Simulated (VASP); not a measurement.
Input of a VASP 6.6.1 run:

The input INCAR:

```
SYSTEM = Sb
ALGO = Normal ; EDIFF = 1E-6
ENCUT = 520 ; GGA = PE
ISIF = 2 ; ISMEAR = 0
LASPH = .TRUE. ; LCHARG = .TRUE.
LELF = .TRUE. ; LREAL = .FALSE.
LVHAR = .TRUE. ; LWAVE = .FALSE.
NBANDS = 8 ; NELM = 60
PREC = Accurate ; SIGMA = 0.15
```

Contents of KPOINTS:

```
k-points
0
G
  24 24 24
  0 0 0
```

File POSCAR:

```
Sb
1.0
   -1.4835811133      1.4835811133      3.0624381264
    1.4835811133     -1.4835811133      3.0624381264
    1.4835811133      1.4835811133     -3.0624381264
Sb
1
Direct
    0.0000000000      0.0000000000      0.0000000000
```

Potentials or basis: VASP PAW PBE potentials, release 64 (Sb).

The run is started by

```bash
$ cat potpaw_PBE.64/Sb/POTCAR > POTCAR
$ mpirun -np 1 vasp_std > vasp.out
```

What does it give for the pressure?

5.5 GPa.

What does it give for the band gap on the k mesh?

Zero (an odd number of electrons rules out a gap without spin polarisation).

Stress tensor (GPa, compression positive):
```
8.12 0.00 0.00
0.00 8.12 0.00
0.00 0.00 0.21
```

Caveat: the stress differs along the axes, from 0 to 8 GPa; spin-orbit coupling is left out, which moves the levels of the heavy elements.
